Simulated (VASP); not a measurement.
Crystal: Hf.

```
Hf
1.0
     0.00000    2.26354    2.26354
     2.26354    0.00000    2.26354
     2.26354    2.26354    0.00000
Hf
1
Direct
  0.00000 0.00000 0.00000
```

Program: VASP 6.6.1. Alike in all runs: task single point; no spin polarisation; cell as given; k mesh 10 × 10 × 10; cutoff (eV) 520; smearing fermi-dirac 0.05 eV.

Order these runs on this cell by their pressure, lowest first.
A. level LDA; potentials or basis VASP PAW LDA potentials, release 64 (Hf_pv)
B. level r2SCAN; potentials or basis VASP PAW PBE potentials, release 64 (Hf_pv)
C. level PBEsol; potentials or basis VASP PAW PBE potentials, release 64 (Hf_pv)

A (-10.9 GPa), C (-7.5 GPa), B (-3.6 GPa).

Caveats: the PAW data sets were made with another functional, which shifts forces and pressure a little (some runs).
